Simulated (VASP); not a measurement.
Write the native input for VASP 6.6.1 that does the following.

| Quantity | Value |
| --- | --- |
| Task | single point |
| Functional | LDA |
| Potentials or basis | VASP PAW LDA potentials, release 64 (Te, Mo_sv) |
| Cutoff | 520 eV |
| k mesh | 6 × 10 × 1 |
| Occupations | gaussian, width 0.1 eV |
| Spin | no spin polarisation |
| Dipole correction | no |
| Further INCAR settings | ALGO = Normal; EDIFF = 1e-06; NBANDS = 35 |

The structure of Te2Mo lies in POSCAR:

```
Te2Mo
1.0
    6.3616090156      0.0000000000      0.0000000000
    0.0000000000      3.4804030600      0.0000000000
   -0.0857412231      0.0000000000     36.1758904685
Te Mo
4 2
Direct
    0.0791521300      0.7500000000      0.4434726800
    0.9208478700      0.2500000000      0.5565273200
    0.5707489000      0.2500000000      0.4592964200
    0.4292511000      0.7500000000      0.5407035800
    0.8186524400      0.7500000000      0.5025346300
    0.1813475600      0.2500000000      0.4974653700
```

One way to write it, as run:

INCAR

```
  PREC = Accurate
  ENCUT = 520
  EDIFF = 1E-6
  ISMEAR = 0
  SIGMA = 0.1
  LREAL = F
  LASPH = T
  NELM = 80
  ALGO = Normal
  ISIF = 2
  LWAVE = F
  LCHARG = F
  GGA = CA
  NBANDS = 35
```

KPOINTS

```
Automatic mesh
0
Gamma
  6 10 1
```

Potentials or basis: VASP PAW LDA potentials, release 64 (Te, Mo_sv).

Command:

```sh
$ cat potpaw_LDA.64/Te/POTCAR potpaw_LDA.64/Mo_sv/POTCAR > POTCAR
$ mpirun -np 1 vasp_std > vasp.out
```

It gave:

```json
{"Largest force": "0.428 eV/Å", "Band gap on the k mesh": "zero (band 26 reaches -2.27 eV, above the bottom of band 27 at -2.44 eV)"}
```

Caveat: spin-orbit coupling is left out, which moves the levels of the heavy elements.

Wall time 19 min on 1 thread of Intel Xeon 6975P-C, with other jobs on the host, peak memory 0.92 GiB.
